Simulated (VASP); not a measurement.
The system is Sn2Pb.

```
Sn Pb
1.0
     3.27420    0.00000    0.00000
    -1.63710    2.83554    0.00000
     0.00000    0.00000    9.68954
Sn Pb
2 1
Direct
  0.00000 0.00000 0.33802
  0.00000 0.00000 0.66198
  0.00000 0.00000 0.00000
```

The cell was generated, and may not be a known phase.

```yaml
Program: VASP 6.6.1
Task: relaxation of cell and atoms
Functional: PBE
Potentials_or_basis: VASP PAW PBE potentials, release 64 (Sn_d, Pb_d)
Cutoff: 600 eV
k_mesh: 12 × 12 × 4
Occupations: gaussian, width 0.1 eV
Spin: no spin polarisation
```

At the start: pressure 0.3 GPa; volume 29.99 Å³/atom.

Problem. How do energy, volume and symmetry change on relaxing?

Solution. Over 7 steps the energy falls by 12.3 meV/atom and the volume is 29.97 Å³/atom (-0.1 %); space group P6/mmm (No. 191, to 0.1 Å) before and after.

Step by step:
```
step  energy change (eV)  largest force (eV/Å)  pressure (GPa)  volume (Å³)
   1              0.0000                0.0378            0.30        89.96
   2             -0.0358                0.0037           -0.36        90.64
   3             -0.0359                0.0056           -0.37        90.67
   4             -0.0359                0.0061           -0.40        90.69
   5             -0.0368                0.0111            0.08        89.72
   6             -0.0369                0.0113           -0.01        89.92
   7             -0.0369                0.0026           -0.01        89.90
```

Final structure:
```
Sn Pb
1.0
     3.32344    0.00000    0.00000
    -1.66172    2.87818    0.00000
     0.00000    0.00000    9.39821
Sn Pb
2 1
Direct
  0.00000 0.00000 0.33815
  0.00000 0.00000 0.66185
  0.00000 0.00000 0.00000
```

Caveat: the highest band is partly filled, so the run has too few bands.
